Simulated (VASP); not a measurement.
# W3C in VASP: relaxation of the atoms with PBE

Aim: the relaxation of the atoms of W3C with PBE.

Everything below comes from runs of VASP 6.6.1. Logs are shortened: lines on timing, memory, paths and dates and some standing lists are left out, and cuts for length are marked.

**1. The cell of the first run**

The cell holds a slab with vacuum, 4 atoms: a = 2.855 Å, b = 2.855 Å, c = 19.445 Å, α = 90.00°, β = 90.00°, γ = 90.00°.

**2. Relaxation of the atoms, PBE**

The input, INCAR:

```
PREC = Accurate
ENCUT = 520
EDIFF = 1E-6
ISMEAR = 0
SIGMA = 0.1
LREAL = False
LASPH = True
NELM = 100
ALGO = Normal
ISIF = 2
LWAVE = False
LCHARG = False
LDIPOL = True
IDIPOL = 3
DIPOL = 0.5 0.5 0.352
GGA = PE
IBRION = 2
NSW = 36
EDIFFG = -0.025
```

The input, KPOINTS:

```
Automatic mesh
0
Gamma
  9 9 1
```

The input, POSCAR:

```
W3C
1.0
    2.8547213223      0.0000000000      0.0000000000
    0.0000000000      2.8547213223      0.0000000000
    0.0000000000      0.0000000000     19.4446427381
W C
3 1
Selective dynamics
Direct
    0.5000000000      0.5000000000      0.2057121879  F F F
    0.0000000000      0.0000000000      0.3071172995  F F F
    0.5000000000      0.5000000000      0.4085774599  F F F
    0.8333333333      0.8333333333      0.4846909694  F F T
```

Potentials or basis: VASP PAW PBE potentials, release 64 (W_sv, C).

The run is started by

```sh
$ cat potpaw_PBE.64/W_sv/POTCAR potpaw_PBE.64/C/POTCAR > POTCAR
$ mpirun -np 1 vasp_std > vasp.out
```

OUTCAR:

```text
PREC = Accurate
   ENCUT = 520
   EDIFF = 1E-6
   ISMEAR = 0
   LREAL = False
   LASPH = True
   NELM = 100
   ISIF = 2
   GGA = PE
   IBRION = 2
   NSW = 36
   EDIFFG = -0.025

 ion  position               nearest neighbor table
   1  0.500  0.500  0.206-   2 2.82   2 2.82   2 2.82   2 2.82
   2  0.000  0.000  0.307-   1 2.82   1 2.82   1 2.82   1 2.82   3 2.82   3 2.82   3 2.82   3 2.82

   3  0.500  0.500  0.409-   4 2.00   4 2.59   4 2.59   2 2.82   2 2.82   2 2.82   2 2.82
   4  0.833  0.833  0.485-   3 2.00   3 2.59   3 2.59

  LATTYP: Found a simple tetragonal cell.
 ALAT       =     2.8547213223
 C/A-ratio  =     6.8113978714

  Lattice vectors:

 A1 = (   2.8547213223,   0.0000000000,   0.0000000000)
 A2 = (   0.0000000000,   2.8547213223,   0.0000000000)
 A3 = (   0.0000000000,   0.0000000000,  19.4446427381)

Analysis of symmetry for initial positions (statically):
=====================================================================
 Subroutine PRICEL returns:
 Original cell was already a primitive cell.

 Routine SETGRP: Setting up the symmetry group for a
 simple tetragonal supercell.

 Subroutine GETGRP returns: Found  2 space group operations
 (whereof  2 operations were pure point group operations)
 out of a pool of 16 trial point group operations.

The static configuration has the point symmetry C_1h.

Analysis of symmetry for dynamics (positions and initial velocities):
=====================================================================
 Subroutine PRICEL returns:
 Original cell was already a primitive cell.

 Routine SETGRP: Setting up the symmetry group for a
 simple tetragonal supercell.

 Subroutine GETGRP returns: Found  2 space group operations
 (whereof  2 operations were pure point group operations)
 out of a pool of 16 trial point group operations.

The dynamic configuration has the point symmetry C_1h.

Analysis of constrained symmetry for selective dynamics:
=====================================================================
 Subroutine PRICEL returns:
 Original cell was already a primitive cell.

 Routine SETGRP: Setting up the symmetry group for a
 simple tetragonal supercell.

 Subroutine GETGRP returns: Found  2 space group operations
[... 118 lines left out ...]
   NUPDOWN=      -1.0000    fix difference up-down
   EMIN   =  10.00;   EMAX   =-10.00  energy-range for DOS
   EFERMI =   0.00;   METHOD = LEGACY
   ISMEAR =     0;   SIGMA  =   0.10  broadening in eV -4-tet -1-fermi 0-gaus
   EFERMI_NEDOS =   21; number of points for ismear=-14 and -15
   IALGO  =     38    algorithm
   IMIX   =      4    mixing-type and parameters
     AMIX     =   0.40;   BMIX     =  1.00
     AMIX_MAG =   1.60;   BMIX_MAG =  1.00
  volume/ion in A,a.u.               =      39.62       267.34
  Fermi-wavevector in a.u.,A,eV,Ry     =   1.083973  2.048411 15.986799  1.174997
  Thomas-Fermi vector in A             =   2.220051
   LORBIT       =      0    0 simple, 1 ext, 2 COOP (PROOUT), +10 PAW based schemes
   GGA     = PE    functional components
   LHFCALC =     F    Hartree Fock is set to
   AEXX    =    0.0000 exact exchange contribution
   IVDW    =     0    specifies the selected vdW correction
   LEPSILON=     F    determine dielectric tensor
   LRPA    =     F    only Hartree local field effects (RPA)
 conjugate gradient relaxation of ions
 non-spin polarized calculation
 Gauss-broadening in eV      SIGMA  =   0.10
  energy-cutoff  :      520.00
  volume of cell :      158.46
 maximum number of plane-waves:      4297
 NGX is ok and might be reduce to    24
   NGX = 11   NGY = 11   NGZ = 73

 dipolmoment           0.000000      0.000000     -0.279936 electrons x Angstroem

--------------------------------------- Ionic step        1  -------------------------------------------

 number of electron      45.9999996 magnetization

 Free energy of the ion-electron system (eV)
  ---------------------------------------------------
  ext. energy  EPLUGINS =         0.00000000
  ---------------------------------------------------
  free energy    TOTEN  =       -41.18612364 eV

  energy without entropy =      -41.15636437  energy(sigma->0) =      -41.17124401

------------------------ aborting loop because EDIFF is reached ----------------------------------------

  FORCE on cell =-STRESS in cart. coord.  units (eV):
  Direction    XX          YY          ZZ          XY          YZ          ZX
  --------------------------------------------------------------------------------------
  -------------------------------------------------------------------------------------
  Total       -4.7257414     -4.7257414     -1.9532175      0.3691682     -0.8424218     -0.8424223
  in kB      -47.7807680    -47.7807680    -19.7484850      3.7325653     -8.5175125     -8.5175178
  external PRESSURE =     -38.4366737 kB  Pullay stress =       0.0000000 kB
[... 63 lines left out ...]
--------------------------------------- Ionic step        3  -------------------------------------------

 number of electron      45.9999996 magnetization

 dipolmoment           0.000000      0.000000      0.074546 electrons x Angstroem

 Free energy of the ion-electron system (eV)
  ---------------------------------------------------
  ext. energy  EPLUGINS =         0.00000000
  ---------------------------------------------------
  free energy    TOTEN  =       -41.55648457 eV

  energy without entropy =      -41.53189021  energy(sigma->0) =      -41.54418739

 E-fermi :   0.1733     XC(G=0):  -5.7142

 val. band max:        0.1550403533   @ k =  -0.2222   0.2222   0.0000
 cond. band min:       0.1771405276   @ k =   0.3333   0.2222   0.0000
 fundamental gap:      0.0221001743
 Fermi energy:         0.1732711767

 k-point     1 :       0.0000    0.0000    0.0000
  band No.  band energies     occupation
      1     -73.7036      2.00000
      2     -73.5612      2.00000
      3     -73.4457      2.00000
      4     -38.2740      2.00000
      5     -37.9505      2.00000
      6     -37.7154      2.00000
[... 709 lines left out ...]
     26       2.9822      0.00000
     27       3.5052      0.00000

 [... further k-points ...]

------------------------ aborting loop because EDIFF is reached ----------------------------------------

 vacuum level on the upper side and lower side of the slab       (xc-potential included)         0.553        -1.050

  FORCE on cell =-STRESS in cart. coord.  units (eV):
  Direction    XX          YY          ZZ          XY          YZ          ZX
  --------------------------------------------------------------------------------------
  -------------------------------------------------------------------------------------
  Total       -1.2679113     -1.2679113      2.2034810      2.4142688      2.0680444      2.0680429
  in kB      -12.8195285    -12.8195285     22.2788354     24.4100574     20.9094706     20.9094554
  external PRESSURE =      -1.1200739 kB  Pullay stress =       0.0000000 kB
[... 19 lines left out ...]
  FREE ENERGIE OF THE ION-ELECTRON SYSTEM (eV)
  ---------------------------------------------------
  free  energy   TOTEN  =       -41.5564845681 eV

  energy  without entropy=      -41.5318902144  energy(sigma->0) =      -41.54418739

 reached required accuracy - stopping structural energy minimisation

 vacuum level on the upper side and lower side of the slab         6.161         4.494
```

OSZICAR:

```text
N       E                     dE             d eps       ncg     rms          rms(c)
DAV:   1     0.486868312089E+03    0.48687E+03   -0.28816E+04  1686   0.160E+03
DAV:   2    -0.227282910087E+02   -0.50960E+03   -0.50271E+03  1594   0.469E+02
DAV:   3    -0.442137428889E+02   -0.21485E+02   -0.20517E+02  1709   0.930E+01
[... 55 lines left out ...]
DAV:  14    -0.415564698574E+02   -0.75773E-05   -0.89751E-07   842   0.576E-03    0.239E-03
DAV:  15    -0.415564777866E+02   -0.79292E-05   -0.15071E-06   984   0.475E-03    0.179E-03
DAV:  16    -0.415564812119E+02   -0.34254E-05   -0.24061E-07   796   0.251E-03    0.971E-04
DAV:  17    -0.415564836128E+02   -0.24008E-05   -0.91524E-08   741   0.155E-03    0.645E-04
DAV:  18    -0.415564845681E+02   -0.95532E-06   -0.71364E-08   735   0.154E-03
   3 F= -.41556485E+02 E0= -.41544187E+02  d E =-.370361E+00
```

CONTCAR:

```text
W3C
   1.00000000000000
     2.8547213223000001    0.0000000000000000    0.0000000000000000
     0.0000000000000000    2.8547213223000001    0.0000000000000000
     0.0000000000000000    0.0000000000000000   19.4446427381000007
  W               C
     3     1
Selective dynamics
Direct
     0.5000000000000000    0.5000000000000000    0.2057121878999979   F   F   F
     0.0000000000000000    0.0000000000000000    0.3071172994999998   F   F   F
     0.5000000000000000    0.5000000000000000    0.4085774599000018   F   F   F
     0.8333333332999970    0.8333333332999970    0.4710116660170251   F   F   T

  0.00000000E+00  0.00000000E+00  0.00000000E+00
  0.00000000E+00  0.00000000E+00  0.00000000E+00
  0.00000000E+00  0.00000000E+00  0.00000000E+00
  0.00000000E+00  0.00000000E+00  0.00000000E+00
```

It took 4.4 min on 1 thread of AMD EPYC 9R45 (Zen 5), shared host; peak memory 0.31 GiB.

What came out:

```yaml
Free_energy: -41.5565 eV
Energy_gained_by_relaxing: 92.6 meV/atom
Ionic_steps: 3
Band_gap_on_the_k_mesh: zero (bands 23 and 24 overlap by 1.18 eV)
```

Step by step:
| step | energy change (eV) | largest force on free atoms (eV/Å) | pressure (GPa) |
| --- | --- | --- | --- |
| 1 | 0.0000 | 2.4608 | -3.84 |
| 2 | -0.2460 | 1.6152 | -2.41 |
| 3 | -0.3704 | 0.0247 | -0.11 |

Final structure:
```
W C
1.0
     2.85472    0.00000    0.00000
     0.00000    2.85472    0.00000
     0.00000    0.00000   19.44464
W C
3 1
Direct
  0.50000 0.50000 0.20571
  0.00000 0.00000 0.30712
  0.50000 0.50000 0.40858
  0.83333 0.83333 0.47101
```

Caveat: spin-orbit coupling is left out, which moves the levels of the heavy elements.
